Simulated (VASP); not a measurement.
Input of a VASP 6.6.1 run:

INCAR

```
SYSTEM = Ti2C
ALGO = Normal ; EDIFF = 1E-6
ENCUT = 520 ; GGA = PS
ISIF = 2 ; ISMEAR = -1
LASPH = .True. ; LCHARG = .True.
LELF = .True. ; LREAL = .False.
LVHAR = .True. ; LWAVE = .False.
NBANDS = 21 ; NELM = 60
PREC = Accurate ; SIGMA = 0.1
```

File KPOINTS:

```
k-points
0
Gamma
  13 13 13
  0 0 0
```

POSCAR

```
Ti2C
1.0
    1.5406981800      0.8895225100      4.8137698500
   -1.5406981800      0.8895225100      4.8137698500
    0.0000000000     -1.7790450200      4.8137698500
Ti C
2 1
Direct
    0.2454978300      0.2454978300      0.2454978300
    0.7545021700      0.7545021700      0.7545021700
    0.5000000000      0.5000000000      0.5000000000
```

Potentials or basis: VASP PAW PBE potentials, release 64 (Ti_sv, C).

Launch:

```bash
$ cat potpaw_PBE.64/Ti_sv/POTCAR potpaw_PBE.64/C/POTCAR > POTCAR
$ mpirun -np 1 vasp_std > vasp.out
```

**Question.** Estimate the largest force.

**Answer.** 0.163 eV/Å.

**Question.** Predict the pressure.

**Answer.** -4.4 GPa.

Stress tensor (GPa, compression positive):
```
-4.60  0.00  0.00
 0.00 -4.60  0.00
 0.00  0.00 -3.87
```

Caveat: the cell stands under tension; the PAW data sets were made with another functional, which shifts forces and pressure a little.
